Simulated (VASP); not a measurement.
Ge: single point with LDA

Ge:

```
Ge
1.0
     1.52199   -2.65387    0.00000
     1.52199    2.65387    0.00000
     0.00000    0.00000    4.83543
Ge
2
Cartesian
  1.5220 -0.8840 1.2089
  1.5220 0.8840 3.6266
```

```json
{
 "Program": "VASP 6.6.1",
 "Task": "single point",
 "Functional": "LDA",
 "Potentials or basis": "VASP PAW LDA potentials, release 64 (Ge_d)",
 "Cutoff": "520 eV",
 "k mesh": "11 × 11 × 6",
 "Occupations": "fermi-dirac, width 0.1 eV",
 "Spin": "no spin polarisation"
}
```

* Pressure: -5.4 GPa
* Largest force: 0.004 eV/Å
* Band gap on the k mesh: zero (band 14 reaches 12.28 eV, above the bottom of band 15 at 3.71 eV)

Forces in eV/Å, atoms in the order of the input:
```
Ge   0.000  0.004  0.000
Ge   0.000 -0.004  0.000
```

Stress tensor (GPa, compression positive):
```
-7.14  0.00  0.00
 0.00 -7.05  0.00
 0.00  0.00 -1.98
```

Levels at points of the mesh, in eV from the Fermi level:
| k point | band 10 | band 11 | band 12 | band 13 | band 14 | band 15 | band 16 | band 17 | band 18 | band 19 |
| --- | --- | --- | --- | --- | --- | --- | --- | --- | --- | --- |
| (0.00, 0.00, 0.00) | -24.68 | -12.86 | -7.48 | -5.15 | 6.03 | 6.14 | 7.97 | 8.08 | 9.18 | 10.84 |
| (0.00, 0.00, 0.50) | -24.70 | -11.28 | -11.28 | 1.65 | 1.65 | 7.06 | 7.06 | 7.17 | 7.17 | 12.15 |

Wall time 24 s on 1 thread of Intel(R) Xeon(R) 6975P-C (Granite Rapids) (shared host), peak memory 0.2 GiB.
